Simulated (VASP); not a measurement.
# Be2Br3 (P4/mbm) in VASP: single point with PBE

Aim: the single point of Be2Br3 with PBE.

Program: VASP 6.6.1. These are calculated values, not measurements. Logs are shortened: lines on timing, memory, paths and dates and some standing lists are left out, and cuts for length are marked.

### Step 1. The cell of the first run

Symmetry: P4/mbm, No. 127, tetragonal system. Conventional cell: a = 7.647 Å, b = 7.647 Å, c = 3.914 Å, α = 90.00°, β = 90.00°, γ = 90.00°. Within 2.9 Å of Be (site symmetry m2m) lie 4 Br at 2.19 to 2.70 Å. Br (site symmetry 4/m) has 4 Be at 2.70 Å and 8 Br at 3.50 Å within 3.6 Å. Within 2.9 Å of Br (site symmetry m2m) lie 2 Be at 2.19 Å.

### Step 2. Single point, PBE

Contents of INCAR:

```
PREC = Accurate ; ENCUT = 520
EDIFF = 1E-7 ; ISMEAR = 0
SIGMA = 0.1 ; LREAL = F
LASPH = T ; NELM = 100
ALGO = Normal ; ISIF = 2
LWAVE = F ; LCHARG = F
GGA = PE ; NBANDS = 36
```

Contents of KPOINTS:

```
regular mesh
0
Gamma
  6 6 10
```

Contents of POSCAR:

```
Be2Br3
1.0
    7.6471460068      0.0000000000      0.0000000000
    0.0000000000      7.6471460068      0.0000000000
    0.0000000000      0.0000000000      3.9137192177
Be Br
4 6
Direct
    0.2442279113      0.7442279113      0.0000000000
    0.2557720887      0.2442279113      0.0000000000
    0.7557720887      0.2557720887      0.0000000000
    0.7442279113      0.7557720887      0.0000000000
    0.0000000000      0.0000000000      0.0000000000
    0.5000000000      0.5000000000      0.0000000000
    0.1526947005      0.6526947005      0.5000000000
    0.3473052995      0.1526947005      0.5000000000
    0.8473052995      0.3473052995      0.5000000000
    0.6526947005      0.8473052995      0.5000000000
```

Potentials or basis: VASP PAW PBE potentials, release 64 (Be, Br).

Command:

```console
> cat potpaw_PBE.64/Be/POTCAR potpaw_PBE.64/Br/POTCAR > POTCAR
> mpirun -np 1 vasp_std > vasp.out
```

OUTCAR:

```text
PREC = Accurate
   ENCUT = 520
   EDIFF = 1E-7
   ISMEAR = 0
   LREAL = F
   LASPH = T
   NELM = 100
   ISIF = 2
   GGA = PE

 ion  position               nearest neighbor table
   1  0.244  0.744  0.000-   7 2.19   7 2.19
   2  0.256  0.244  0.000-   8 2.19   8 2.19
   3  0.756  0.256  0.000-   9 2.19   9 2.19
   4  0.744  0.756  0.000-  10 2.19  10 2.19
   5  0.000  0.000  0.000-
   6  0.500  0.500  0.000-
   7  0.153  0.653  0.500-   1 2.19   1 2.19
   8  0.347  0.153  0.500-   2 2.19   2 2.19
   9  0.847  0.347  0.500-   3 2.19   3 2.19
  10  0.653  0.847  0.500-   4 2.19   4 2.19

  LATTYP: Found a simple tetragonal cell.
 ALAT       =     7.6471460068
 C/A-ratio  =     0.5117882167

  Lattice vectors:

 A1 = (   7.6471460068,   0.0000000000,   0.0000000000)
 A2 = (   0.0000000000,   7.6471460068,   0.0000000000)
 A3 = (   0.0000000000,   0.0000000000,   3.9137192177)

Analysis of symmetry for initial positions (statically):
=====================================================================
 Subroutine PRICEL returns:
 Original cell was already a primitive cell.

 Routine SETGRP: Setting up the symmetry group for a
 simple tetragonal supercell.

 Subroutine GETGRP returns: Found 16 space group operations
 (whereof  8 operations were pure point group operations)
 out of a pool of 16 trial point group operations.

The static configuration has the point symmetry C_4h.
 The point group associated with its full space group is D_4h.

Analysis of symmetry for dynamics (positions and initial velocities):
=====================================================================
 Subroutine PRICEL returns:
 Original cell was already a primitive cell.

 Routine SETGRP: Setting up the symmetry group for a
 simple tetragonal supercell.

 Subroutine GETGRP returns: Found 16 space group operations
 (whereof  8 operations were pure point group operations)
 out of a pool of 16 trial point group operations.

The dynamic configuration has the point symmetry C_4h.
 The point group associated with its full space group is D_4h.

 Subroutine INISYM returns: Found 16 space group operations
 (whereof  8 operations are pure point group operations),
 and found     1 'primitive' translations

----------------------------------------------------------------------------------------

                                     Primitive cell

  volume of cell :     228.8698

  direct lattice vectors                    reciprocal lattice vectors
     7.647146007  0.000000000  0.000000000     0.130767740  0.000000000  0.000000000
     0.000000000  7.647146007  0.000000000     0.000000000  0.130767740  0.000000000
     0.000000000  0.000000000  3.913719218     0.000000000  0.000000000  0.255511432

  length of vectors
     7.647146007  7.647146007  3.913719218     0.130767740  0.130767740  0.255511432

  position of ions in fractional coordinates (direct lattice)
     0.244227911  0.744227911  0.000000000
     0.255772089  0.244227911  0.000000000
     0.755772089  0.255772089  0.000000000
     0.744227911  0.755772089  0.000000000
     0.000000000  0.000000000  0.000000000
     0.500000000  0.500000000  0.000000000
     0.152694700  0.652694700  0.500000000
     0.347305300  0.152694700  0.500000000
     0.847305300  0.347305300  0.500000000
     0.652694700  0.847305300  0.500000000

  ion indices of the primitive-cell ions
   primitive index   ion index
                 1           1
                 2           2
                 3           3
                 4           4
                 5           5
                 6           6
                 7           7
                 8           8
                 9           9
                10          10

----------------------------------------------------------------------------------------

 KPOINTS: regular mesh

Automatic generation of k-mesh.
 Grid dimensions read from file:
 generate k-points for:    6    6   10

 Generating k-lattice:

  Cartesian coordinates                     Fractional coordinates (reciprocal lattice)
     0.021794623  0.000000000  0.000000000     0.166666667  0.000000000  0.000000000
     0.000000000  0.021794623  0.000000000     0.000000000  0.166666667  0.000000000
     0.000000000  0.000000000  0.025551143     0.000000000  0.000000000  0.100000000

  Length of vectors
     0.021794623  0.021794623  0.025551143

  Shift w.r.t. Gamma in fractional coordinates (k-lattice)
     0.000000000  0.000000000  0.000000000

 Subroutine IBZKPT returns following result:
 ===========================================

 Found     60 irreducible k-points:

 Following reciprocal coordinates:
            Coordinates               Weight
  0.000000  0.000000  0.000000      1.000000
  0.166667  0.000000  0.000000      4.000000
  0.333333  0.000000  0.000000      4.000000
  0.500000  0.000000  0.000000      2.000000
  0.166667  0.166667  0.000000      4.000000
  0.333333  0.166667  0.000000      8.000000
[... 16 lines left out ...]
  0.333333  0.000000  0.200000      8.000000
  0.500000  0.000000  0.200000      4.000000
 [... further k-points ...]
   k-points           NKPTS =     60   k-points in BZ     NKDIM =     60   number of bands    NBANDS=     36
   number of dos      NEDOS =    301   number of ions     NIONS =     10
   total plane-waves  NPLWV = 108000
   dimension x,y,z NGX =    60 NGY =   60 NGZ =   30
   dimension x,y,z NGXF=   120 NGYF=  120 NGZF=   60
   ions per type =               4   6
   NGX,Y,Z   is equivalent  to a cutoff of  13.04, 13.04, 12.74 a.u.
   NGXF,Y,Z  is equivalent  to a cutoff of  26.09, 26.09, 25.49 a.u.
 SYSTEM =  unknown system
   PREC   = accura    normal or accurate (medium, high low for compatibility)
   ISTART =      0    job   : 0-new  1-cont  2-samecut
   ICHARG =      2    charge: 1-file 2-atom 10-const
   ISPIN  =      1    spin polarized calculation?
   LNONCOLLINEAR =      F non collinear calculations
   LSORBIT =      F    spin-orbit coupling
   LASPH  =      T    aspherical Exc in radial PAW
   ENCUT  =  520.0 eV  38.22 Ry    6.18 a.u.  14.22 14.22  7.28*2*pi/ulx,y,z
   NELM   =    100;   NELMIN=  2; NELMDL= -5     # of ELM steps
   EDIFF  = 0.1E-06   stopping-criterion for ELM
   LREAL  =      F    real-space projection
   EDIFFG = 0.1E-05   stopping-criterion for IOM
   NSW    =      0    number of steps for IOM
   IBRION =     -1    ionic relax: 0-MD 1-quasi-New 2-CG
   NFREE  =      0    steps in history (QN), initial steepest desc. (CG)
   ISIF   =      2    stress and relaxation
   ISYM   =      2    0-nonsym 1-usesym 2-fastsym
   POTIM  = 0.5000    time-step for ionic-motion
   TEBEG  =    0.0;   TEEND  =   0.0 temperature during run
   PSTRESS=    0.0 pullay stress
   NELECT =      50.0000    total number of electrons
   NUPDOWN=      -1.0000    fix difference up-down
   EMIN   =  10.00;   EMAX   =-10.00  energy-range for DOS
   EFERMI =   0.00;   METHOD = LEGACY
   ISMEAR =     0;   SIGMA  =   0.10  broadening in eV -4-tet -1-fermi 0-gaus
   EFERMI_NEDOS =   21; number of points for ismear=-14 and -15
   IALGO  =     38    algorithm
   IMIX   =      4    mixing-type and parameters
     AMIX     =   0.40;   BMIX     =  1.00
     AMIX_MAG =   1.60;   BMIX_MAG =  1.00
  volume/ion in A,a.u.               =      22.89       154.45
  Fermi-wavevector in a.u.,A,eV,Ry     =   0.985981  1.863235 13.227029  0.972159
  Thomas-Fermi vector in A             =   2.117328
   LORBIT       =      0    0 simple, 1 ext, 2 COOP (PROOUT), +10 PAW based schemes
   GGA     = PE    functional components
   LHFCALC =     F    Hartree Fock is set to
   AEXX    =    0.0000 exact exchange contribution
   IVDW    =     0    specifies the selected vdW correction
   LEPSILON=     F    determine dielectric tensor
   LRPA    =     F    only Hartree local field effects (RPA)
 non-spin polarized calculation
 Gauss-broadening in eV      SIGMA  =   0.10
  energy-cutoff  :      520.00
  volume of cell :      228.87
 maximum number of plane-waves:      6192
 NGX is ok and might be reduce to    60
   NGX = 29   NGY = 29   NGZ = 15

 number of electron      50.0000005 magnetization

 Free energy of the ion-electron system (eV)
  ---------------------------------------------------
  ext. energy  EPLUGINS =         0.00000000
  ---------------------------------------------------
  free energy    TOTEN  =       -25.53593196 eV

  energy without entropy =      -25.52026574  energy(sigma->0) =      -25.52809885

 E-fermi :   3.9156     XC(G=0):  -8.6496

 val. band max:        3.9133215199   @ k =   0.0000   0.0000   0.0000
 cond. band min:       3.9165404530   @ k =   0.3333   0.1667   0.5000
 fundamental gap:      0.0032189332
 Fermi energy:         3.9155623554

 k-point     1 :       0.0000    0.0000    0.0000
  band No.  band energies     occupation
      1     -13.8293      2.00000
      2     -13.4249      2.00000
      3     -13.3101      2.00000
      4     -13.3101      2.00000
      5     -12.4321      2.00000
      6     -12.1295      2.00000
[... 28 lines left out ...]
     35       7.5049      0.00000
     36       8.5230      0.00000

 k-point     2 :       0.1667    0.0000    0.0000
  band No.  band energies     occupation
      1     -13.8062      2.00000
      2     -13.4515      2.00000
      3     -13.3208      2.00000
      4     -13.3122      2.00000
      5     -12.4016      2.00000
      6     -12.1438      2.00000
[... 28 lines left out ...]
     35       7.5481      0.00000
     36       8.4359      0.00000

 k-point     3 :       0.3333    0.0000    0.0000
  band No.  band energies     occupation
      1     -13.7404      2.00000
      2     -13.5342      2.00000
      3     -13.3283      2.00000
      4     -13.3177      2.00000
      5     -12.3302      2.00000
      6     -12.1856      2.00000
[... 28 lines left out ...]
     35       7.6883      0.00000
     36       8.2038      0.00000

 k-point     4 :       0.5000    0.0000    0.0000
  band No.  band energies     occupation
      1     -13.6426      2.00000
      2     -13.6426      2.00000
      3     -13.3246      2.00000
      4     -13.3246      2.00000
      5     -12.2510      2.00000
      6     -12.2510      2.00000
[... 28 lines left out ...]
     35       7.9826      0.00000
     36       7.9851      0.00000

 k-point     5 :       0.1667    0.1667    0.0000
  band No.  band energies     occupation
      1     -13.7838      2.00000
      2     -13.4623      2.00000
      3     -13.3514      2.00000
      4     -13.3084      2.00000
      5     -12.3750      2.00000
      6     -12.1552      2.00000
[... 655 lines left out ...]
 k-point    22 :       0.1667    0.0000    0.2000
  band No.  band energies     occupation
      1     -13.6909      2.00000
      2     -13.3863      2.00000
      3     -13.2520      2.00000
      4     -13.2468      2.00000
      5     -12.3578      2.00000
      6     -12.1806      2.00000
[... 28 lines left out ...]
     35       8.0219      0.00000
     36       8.0641      0.00000

 k-point    23 :       0.3333    0.0000    0.2000
  band No.  band energies     occupation
      1     -13.6329      2.00000
      2     -13.4558      2.00000
      3     -13.2577      2.00000
      4     -13.2508      2.00000
      5     -12.3085      2.00000
      6     -12.2088      2.00000
[... 28 lines left out ...]
     35       7.7297      0.00000
     36       8.0855      0.00000

 k-point    24 :       0.5000    0.0000    0.2000
  band No.  band energies     occupation
      1     -13.5480      2.00000
      2     -13.5480      2.00000
      3     -13.2557      2.00000
      4     -13.2557      2.00000
      5     -12.2537      2.00000
      6     -12.2537      2.00000
[... 28 lines left out ...]
     35       7.7898      0.00000
     36       7.7898      0.00000

 [... further k-points ...]
[... 5 lines left out ...]
  --------------------------------------------------------------------------------------
  -------------------------------------------------------------------------------------
  Total        0.0331606      0.0331606      0.0822333      0.0000000      0.0000000      0.0000000
  in kB        0.2321369      0.2321369      0.5756653      0.0000000      0.0000000      0.0000000
  external PRESSURE =       0.3466463 kB  Pullay stress =       0.0000000 kB

 VOLUME and BASIS-vectors are now :
 -----------------------------------------------------------------------------
  energy-cutoff  :      520.00
  volume of cell :      228.87
      direct lattice vectors                 reciprocal lattice vectors
     7.647146007  0.000000000  0.000000000     0.130767740  0.000000000  0.000000000
     0.000000000  7.647146007  0.000000000     0.000000000  0.130767740  0.000000000
     0.000000000  0.000000000  3.913719218     0.000000000  0.000000000  0.255511432

 POSITION                                       TOTAL-FORCE (eV/Angst)
 -----------------------------------------------------------------------------------
      1.86765      5.69122      0.00000         0.004253      0.004253      0.000000
      1.95593      1.86765      0.00000        -0.004253      0.004253     -0.000000
      5.77950      1.95593      0.00000        -0.004253     -0.004253     -0.000000
      5.69122      5.77950      0.00000         0.004253     -0.004253      0.000000
      0.00000      0.00000      0.00000        -0.000000     -0.000000     -0.000000
      3.82357      3.82357      0.00000        -0.000000     -0.000000     -0.000000
      1.16768      4.99125      1.95686        -0.005128     -0.005128     -0.000000
      2.65589      1.16768      1.95686         0.005128     -0.005128      0.000000
      6.47947      2.65589      1.95686         0.005128      0.005128      0.000000
      4.99125      6.47947      1.95686        -0.005128      0.005128     -0.000000
 -----------------------------------------------------------------------------------
    total drift:                               -0.000000      0.000000     -0.000000

  FREE ENERGIE OF THE ION-ELECTRON SYSTEM (eV)
  ---------------------------------------------------
  free  energy   TOTEN  =       -25.5359319573 eV

  energy  without entropy=      -25.5202657360  energy(sigma->0) =      -25.52809885
```

It took 5 min on 1 thread of Intel Xeon Platinum 8488C (Sapphire Rapids), shared host; peak memory 0.54 GiB.

What came out:

```
Free energy            : -25.5359 eV
Pressure               : 0.0 GPa
Largest force          : 0.007 eV/Å
Band gap on the k mesh : zero (bands 25 and 26 overlap by 0.91 eV)
```

Forces in eV/Å, atoms in the order of the input:
```
Be   0.004  0.004  0.000
Be  -0.004  0.004  0.000
Be  -0.004 -0.004  0.000
Be   0.004 -0.004  0.000
Br   0.000  0.000  0.000
Br   0.000  0.000  0.000
Br  -0.005 -0.005  0.000
Br   0.005 -0.005  0.000
Br   0.005  0.005  0.000
Br  -0.005  0.005  0.000
```
